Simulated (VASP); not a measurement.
# NaAg (rocksalt type) (Fm-3m) in VASP: single point with LDA

Aim: the single point of NaAg (rocksalt type) with LDA.

Program: VASP 6.6.1. These are calculated values, not measurements. Logs are shortened: lines on timing, memory, paths and dates and some standing lists are left out, and cuts for length are marked.

## Step 1: The cell of the first run

It takes space group Fm-3m (No. 225, cubic). The conventional cell has a = 5.765 Å, b = 5.765 Å, c = 5.765 Å, α = 90.00°, β = 90.00°, γ = 90.00°. Na (site symmetry m-3m) has 6 Ag at 2.88 Å within 3.8 Å. Ag (site symmetry m-3m) has 6 Na at 2.88 Å within 3.8 Å.

## Step 2: Single point, LDA

INCAR

```
SYSTEM = NaAg
PREC     = Accurate       ! precision mode
ENCUT    = 520            ! plane-wave cutoff, eV
EDIFF    = 1E-7           ! SCF threshold, eV
ISMEAR   = -1             ! smearing method
SIGMA    = 0.05           ! smearing width, eV
LREAL    = .FALSE.        ! projectors in reciprocal space
LASPH    = .TRUE.         ! aspherical terms in the spheres
NELM     = 60             ! most SCF steps
ALGO     = Normal         ! electronic algorithm
ISIF     = 2              ! what is computed and relaxed
LWAVE    = .FALSE.        ! write WAVECAR
LCHARG   = .FALSE.        ! write CHGCAR
NBANDS   = 16             ! bands
```

KPOINTS

```
Automatic mesh
0
G
  12 12 12
  0 0 0
```

POSCAR

```
NaAg
1.0
    0.0000000000      2.8822804510      2.8822804510
    2.8822804510      0.0000000000      2.8822804510
    2.8822804510      2.8822804510      0.0000000000
Na Ag
1 1
Direct
    0.0000000000      0.0000000000      0.0000000000
    0.5000000000      0.5000000000      0.5000000000
```

Potentials or basis: VASP PAW LDA potentials, release 64 (Na_pv, Ag).

Command:

```
$ cat potpaw_LDA.64/Na_pv/POTCAR potpaw_LDA.64/Ag/POTCAR > POTCAR
$ mpirun -np 1 vasp_std > vasp.out
```

OUTCAR:

```text
SYSTEM = NaAg
   PREC = Accurate
   ENCUT = 520
   EDIFF = 1E-7
   ISMEAR = -1
   LREAL = .FALSE.
   LASPH = .TRUE.
   NELM = 60
   ISIF = 2

 ion  position               nearest neighbor table
   1  0.000  0.000  0.000-   2 2.88   2 2.88   2 2.88   2 2.88   2 2.88   2 2.88
   2  0.500  0.500  0.500-   1 2.88   1 2.88   1 2.88   1 2.88   1 2.88   1 2.88

  LATTYP: Found a face centered cubic cell.
 ALAT       =     5.7645609020

  Lattice vectors:

 A1 = (   0.0000000000,   2.8822804510,   2.8822804510)
 A2 = (   2.8822804510,   0.0000000000,   2.8822804510)
 A3 = (   2.8822804510,   2.8822804510,   0.0000000000)

Analysis of symmetry for initial positions (statically):
=====================================================================
 Subroutine PRICEL returns:
 Original cell was already a primitive cell.

 Routine SETGRP: Setting up the symmetry group for a
 face centered cubic supercell.

 Subroutine GETGRP returns: Found 48 space group operations
 (whereof 48 operations were pure point group operations)
 out of a pool of 48 trial point group operations.

The static configuration has the point symmetry O_h .

Analysis of symmetry for dynamics (positions and initial velocities):
=====================================================================
 Subroutine PRICEL returns:
 Original cell was already a primitive cell.

 Routine SETGRP: Setting up the symmetry group for a
 face centered cubic supercell.

 Subroutine GETGRP returns: Found 48 space group operations
 (whereof 48 operations were pure point group operations)
 out of a pool of 48 trial point group operations.

The dynamic configuration has the point symmetry O_h .

 Subroutine INISYM returns: Found 48 space group operations
 (whereof 48 operations are pure point group operations),
 and found     1 'primitive' translations

----------------------------------------------------------------------------------------

                                     Primitive cell

  volume of cell :      47.8893

  direct lattice vectors                    reciprocal lattice vectors
     0.000000000  2.882280451  2.882280451    -0.173473751  0.173473751  0.173473751
     2.882280451  0.000000000  2.882280451     0.173473751 -0.173473751  0.173473751
     2.882280451  2.882280451  0.000000000     0.173473751  0.173473751 -0.173473751

  length of vectors
     4.076160104  4.076160104  4.076160104     0.300465350  0.300465350  0.300465350

  position of ions in fractional coordinates (direct lattice)
     0.000000000  0.000000000  0.000000000
     0.500000000  0.500000000  0.500000000

  ion indices of the primitive-cell ions
   primitive index   ion index
                 1           1
                 2           2

----------------------------------------------------------------------------------------

 KPOINTS: Automatic mesh

Automatic generation of k-mesh.
 Grid dimensions read from file:
 generate k-points for:   12   12   12

 Generating k-lattice:

  Cartesian coordinates                     Fractional coordinates (reciprocal lattice)
    -0.014456146  0.014456146  0.014456146     0.083333333  0.000000000  0.000000000
     0.014456146 -0.014456146  0.014456146     0.000000000  0.083333333  0.000000000
     0.014456146  0.014456146 -0.014456146     0.000000000  0.000000000  0.083333333

  Length of vectors
     0.025038779  0.025038779  0.025038779

  Shift w.r.t. Gamma in fractional coordinates (k-lattice)
     0.000000000  0.000000000  0.000000000

 Subroutine IBZKPT returns following result:
 ===========================================

 Found     72 irreducible k-points:

 Following reciprocal coordinates:
            Coordinates               Weight
  0.000000  0.000000  0.000000      1.000000
  0.083333  0.000000  0.000000      8.000000
  0.166667  0.000000  0.000000      8.000000
  0.250000  0.000000  0.000000      8.000000
  0.333333  0.000000  0.000000      8.000000
  0.416667  0.000000  0.000000      8.000000
[... 16 lines left out ...]
  0.500000  0.166667  0.000000     24.000000
 -0.416667  0.166667  0.000000     24.000000
 [... further k-points ...]
   k-points           NKPTS =     72   k-points in BZ     NKDIM =     72   number of bands    NBANDS=     16
   number of dos      NEDOS =    301   number of ions     NIONS =      2
   total plane-waves  NPLWV =  27000
   dimension x,y,z NGX =    30 NGY =   30 NGZ =   30
   dimension x,y,z NGXF=    60 NGYF=   60 NGZF=   60
   ions per type =               1   1
   NGX,Y,Z   is equivalent  to a cutoff of  12.24, 12.24, 12.24 a.u.
   NGXF,Y,Z  is equivalent  to a cutoff of  24.47, 24.47, 24.47 a.u.
 SYSTEM =  NaAg
   PREC   = accura    normal or accurate (medium, high low for compatibility)
   ISTART =      0    job   : 0-new  1-cont  2-samecut
   ICHARG =      2    charge: 1-file 2-atom 10-const
   ISPIN  =      1    spin polarized calculation?
   LNONCOLLINEAR =      F non collinear calculations
   LSORBIT =      F    spin-orbit coupling
   LASPH  =      T    aspherical Exc in radial PAW
   ENCUT  =  520.0 eV  38.22 Ry    6.18 a.u.   7.58  7.58  7.58*2*pi/ulx,y,z
   NELM   =     60;   NELMIN=  2; NELMDL= -5     # of ELM steps
   EDIFF  = 0.1E-06   stopping-criterion for ELM
   LREAL  =      F    real-space projection
   EDIFFG = 0.1E-05   stopping-criterion for IOM
   NSW    =      0    number of steps for IOM
   IBRION =     -1    ionic relax: 0-MD 1-quasi-New 2-CG
   NFREE  =      0    steps in history (QN), initial steepest desc. (CG)
   ISIF   =      2    stress and relaxation
   ISYM   =      2    0-nonsym 1-usesym 2-fastsym
   POTIM  = 0.5000    time-step for ionic-motion
   TEBEG  =    0.0;   TEEND  =   0.0 temperature during run
   PSTRESS=    0.0 pullay stress
   NELECT =      18.0000    total number of electrons
   NUPDOWN=      -1.0000    fix difference up-down
   EMIN   =  10.00;   EMAX   =-10.00  energy-range for DOS
   EFERMI =   0.00;   METHOD = LEGACY
   ISMEAR =    -1;   SIGMA  =   0.05  broadening in eV -4-tet -1-fermi 0-gaus
   EFERMI_NEDOS =   21; number of points for ismear=-14 and -15
   IALGO  =     38    algorithm
   IMIX   =      4    mixing-type and parameters
     AMIX     =   0.40;   BMIX     =  1.00
     AMIX_MAG =   1.60;   BMIX_MAG =  1.00
  volume/ion in A,a.u.               =      23.94       161.59
  Fermi-wavevector in a.u.,A,eV,Ry     =   1.181461  2.232638 18.991697  1.395850
  Thomas-Fermi vector in A             =   2.317734
   LORBIT       =      0    0 simple, 1 ext, 2 COOP (PROOUT), +10 PAW based schemes
   GGA     = CA    functional components
   LHFCALC =     F    Hartree Fock is set to
   AEXX    =    0.0000 exact exchange contribution
   IVDW    =     0    specifies the selected vdW correction
   LEPSILON=     F    determine dielectric tensor
   LRPA    =     F    only Hartree local field effects (RPA)
 non-spin polarized calculation
  energy-cutoff  :      520.00
  volume of cell :       47.89
 maximum number of plane-waves:      1308
   NGX = 15   NGY = 15   NGZ = 15

 number of electron      17.9999998 magnetization

 Free energy of the ion-electron system (eV)
  ---------------------------------------------------
  ext. energy  EPLUGINS =         0.00000000
  ---------------------------------------------------
  free energy    TOTEN  =        -4.45401966 eV

  energy without entropy =       -4.44973396  energy(sigma->0) =       -4.45187681

 E-fermi :   2.5320     XC(G=0):  -9.3166

 val. band max:        2.5283926292   @ k =   0.5000   0.5000   0.0000
 cond. band min:       2.5624967865   @ k =  -0.4167   0.5000   0.0833
 fundamental gap:      0.0341041574
 Fermi energy:         2.5320402470

 k-point     1 :       0.0000    0.0000    0.0000
  band No.  band energies     occupation
      1     -21.1525      2.00000
      2     -21.1525      2.00000
      3     -21.1525      2.00000
      4      -2.1592      2.00000
      5      -1.5096      2.00000
      6      -1.5096      2.00000
[... 8 lines left out ...]
     15      13.0403      0.00000
     16      13.0403      0.00000

 k-point     2 :       0.0833    0.0000    0.0000
  band No.  band energies     occupation
      1     -21.1538      2.00000
      2     -21.1528      2.00000
      3     -21.1528      2.00000
      4      -2.0586      2.00000
      5      -1.5123      2.00000
      6      -1.4997      2.00000
[... 8 lines left out ...]
     15      13.3366      0.00000
     16      14.3588      0.00000

 k-point     3 :       0.1667    0.0000    0.0000
  band No.  band energies     occupation
      1     -21.1574      2.00000
      2     -21.1536      2.00000
      3     -21.1536      2.00000
      4      -1.8002      2.00000
      5      -1.4962      2.00000
      6      -1.4962      2.00000
[... 8 lines left out ...]
     15      13.9545      0.00000
     16      14.4658      0.00000

 k-point     4 :       0.2500    0.0000    0.0000
  band No.  band energies     occupation
      1     -21.1623      2.00000
      2     -21.1547      2.00000
      3     -21.1547      2.00000
      4      -1.6811      2.00000
      5      -1.5099      2.00000
      6      -1.5099      2.00000
[... 8 lines left out ...]
     15      13.5652      0.00000
     16      14.3012      0.00000
[... 324 lines left out ...]
 k-point    22 :       0.4167    0.1667    0.0000
  band No.  band energies     occupation
      1     -21.1679      2.00000
      2     -21.1580      2.00000
      3     -21.1570      2.00000
      4      -1.6618      2.00000
      5      -1.5565      2.00000
      6      -1.4692      2.00000
[... 8 lines left out ...]
     15      14.5445      0.00000
     16      15.1229      0.00000

 k-point    23 :       0.5000    0.1667    0.0000
  band No.  band energies     occupation
      1     -21.1698      2.00000
      2     -21.1590      2.00000
      3     -21.1575      2.00000
      4      -1.6631      2.00000
      5      -1.5662      2.00000
      6      -1.4817      2.00000
[... 8 lines left out ...]
     15      14.5485      0.00000
     16      15.1041      0.00000

 k-point    24 :      -0.4167    0.1667    0.0000
  band No.  band energies     occupation
      1     -21.1700      2.00000
      2     -21.1594      2.00000
      3     -21.1575      2.00000
      4      -1.6483      2.00000
      5      -1.5702      2.00000
      6      -1.4877      2.00000
[... 8 lines left out ...]
     15      14.1574      0.00000
     16      15.8481      0.00000

 [... further k-points ...]

------------------------ aborting loop because EDIFF is reached ----------------------------------------

  FORCE on cell =-STRESS in cart. coord.  units (eV):
  Direction    XX          YY          ZZ          XY          YZ          ZX
  --------------------------------------------------------------------------------------
  -------------------------------------------------------------------------------------
  Total        0.0055843      0.0055843      0.0055843     -0.0000000      0.0000000      0.0000000
  in kB        0.1868284      0.1868284      0.1868284     -0.0000000      0.0000000      0.0000000
  external PRESSURE =       0.1868284 kB  Pullay stress =       0.0000000 kB

 VOLUME and BASIS-vectors are now :
 -----------------------------------------------------------------------------
  energy-cutoff  :      520.00
  volume of cell :       47.89
      direct lattice vectors                 reciprocal lattice vectors
     0.000000000  2.882280451  2.882280451    -0.173473751  0.173473751  0.173473751
     2.882280451  0.000000000  2.882280451     0.173473751 -0.173473751  0.173473751
     2.882280451  2.882280451  0.000000000     0.173473751  0.173473751 -0.173473751

 POSITION                                       TOTAL-FORCE (eV/Angst)
 -----------------------------------------------------------------------------------
      0.00000      0.00000      0.00000         0.000000      0.000000      0.000000
      2.88228      2.88228      2.88228        -0.000000     -0.000000     -0.000000
 -----------------------------------------------------------------------------------
    total drift:                                0.000000      0.000000      0.000000

  FREE ENERGIE OF THE ION-ELECTRON SYSTEM (eV)
  ---------------------------------------------------
  free  energy   TOTEN  =        -4.4540196628 eV

  energy  without entropy=       -4.4497339612  energy(sigma->0) =       -4.45187681
```

Wall time 41 s (1 thread of AMD EPYC 7R13 (Zen 3), shared host); peak memory 0.15 GiB.

Results:

```
Free energy            : -4.4540 eV
Pressure               : 0.0 GPa
Band gap on the k mesh : zero (band 9 reaches 2.68 eV, above the bottom of band 10 at 2.08 eV)
```
